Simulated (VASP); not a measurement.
Wanted: the native input for a VASP 6.6.1 run.

```
Task                   : single point
Functional             : PBEsol
Potentials or basis    : VASP PAW PBE potentials, release 64 (K_sv, Cl)
Cutoff                 : 520 eV
k mesh                 : 7 × 7 × 7
Occupations            : fermi-dirac, width 0.03 eV
Spin                   : no spin polarisation
Dipole correction      : no
Further INCAR settings : ALGO = Normal; EDIFF = 1e-06; NBANDS = 15
```

The structure of KCl lies in POSCAR:

```
KCl
1.0
    0.0000000000      3.1349174826      3.1349174826
    3.1349174826      0.0000000000      3.1349174826
    3.1349174826      3.1349174826      0.0000000000
K Cl
1 1
Direct
    0.0000000000      0.0000000000      0.0000000000
    0.5000000000      0.5000000000      0.5000000000
```

This cell differs from its parent crystal: volume scaled by 0.98.

These files were run (other wordings do the same):

INCAR

```
SYSTEM = KCl
PREC = Accurate
ENCUT = 520
EDIFF = 1E-6
ISMEAR = -1
SIGMA = 0.03
LREAL = .FALSE.
LASPH = .TRUE.
NELM = 100
ALGO = Normal
ISIF = 2
LWAVE = .FALSE.
LCHARG = .FALSE.
GGA = PS
NBANDS = 15
```

KPOINTS

```
regular mesh
0
G
  7 7 7
  0 0 0
```

Potentials or basis: VASP PAW PBE potentials, release 64 (K_sv, Cl).

Run with:

```console
$ cat potpaw_PBE.64/K_sv/POTCAR potpaw_PBE.64/Cl/POTCAR > POTCAR
$ mpirun -np 1 vasp_std > vasp.out
```

Results of the run:

The pressure is -0.2 GPa. The band gap on the k mesh is 5.06 eV, direct.

Caveat: the PAW data sets were made with another functional, which shifts forces and pressure a little.

Wall time 9.8 s on 1 thread of Intel(R) Xeon(R) 6975P-C (Granite Rapids), with other jobs on the host, peak memory 0.2 GiB.
